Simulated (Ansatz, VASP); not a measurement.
## One calculation of LiF, two programs

INCAR

```
PREC     = Accurate       # precision mode
ENCUT    = 520            # plane-wave cutoff, eV
EDIFF    = 1E-7           # SCF threshold, eV
ISMEAR   = 0              # smearing method
SIGMA    = 0.05           # smearing width, eV
LREAL    = F              # projectors in reciprocal space
LASPH    = T              # aspherical terms in the spheres
NELM     = 60             # most SCF steps
ALGO     = Normal         # electronic algorithm
ISIF     = 2              # what is computed and relaxed
LWAVE    = F              # write WAVECAR
LCHARG   = F              # write CHGCAR
NBANDS   = 18             # bands
```

KPOINTS

```
Automatic mesh
0
Gamma
  9 9 6
```

Contents of POSCAR:

```
LiF
1.0
    3.0801704379      0.0000000000      0.0000000000
   -1.5400852189      2.6675058472      0.0000000000
    0.0000000000      0.0000000000      4.5087534870
Li F
2 2
Direct
    0.3333333333      0.6666666667      0.3839784076
    0.6666666667      0.3333333333      0.8839784076
    0.3333333333      0.6666666667      0.9910195924
    0.6666666667      0.3333333333      0.4910195924
```

Input for Ansatz:

```yaml
crystal:
  lattice:
    - [3.0801704379, 0.0, 0.0]
    - [-1.5400852189, 2.6675058472, 0.0]
    - [0.0, 0.0, 4.508753487]
  atoms:
    - { symbol: Li, position: [0.3333333333, 0.6666666667, 0.3839784076] }
    - { symbol: Li, position: [0.6666666667, 0.3333333333, 0.8839784076] }
    - { symbol: F, position: [0.3333333333, 0.6666666667, 0.9910195924] }
    - { symbol: F, position: [0.6666666667, 0.3333333333, 0.4910195924] }
basis:
  ecutwfc: 520.0
kpoints:
  mp_grid: { grid: [9, 9, 6] }
hamiltonian:
  xc: lda
scf:
  occupations: { method: gaussian, width: 0.05 }
output:
  forces: true
  stress: true
  eigenvalues: true
```

Alike in both runs: task single point; functional LDA; k mesh 9 × 9 × 6; occupations gaussian, width 0.05 eV; no spin polarisation.

```csv
,VASP,Ansatz
version,VASP 6.6.1,Ansatz 0.2.0
potentials or method,"VASP PAW LDA potentials, release 64 (Li_sv, F), cutoff 520 eV","scalar-relativistic, plane waves, PAW"
valence electrons in the cell,20,20
```

```tsv
	VASP	Ansatz	Ansatz less VASP
gap on the k mesh at the Fermi level (eV)	7.76	7.78	+0.015
least direct gap on the mesh (eV)	7.76	7.78	+0.015
rms of the force components (eV/Å)	0.156	0.152	-0.0039
```

LDA's correlation is that of Perdew and Zunger in VASP and of Perdew and Wang (1992) in Ansatz. Atom by atom the forces differ by 0.004 eV/Å (rms over components).

Noted on VASP's run: the cutoff is short for stress, so the pressure is rough.
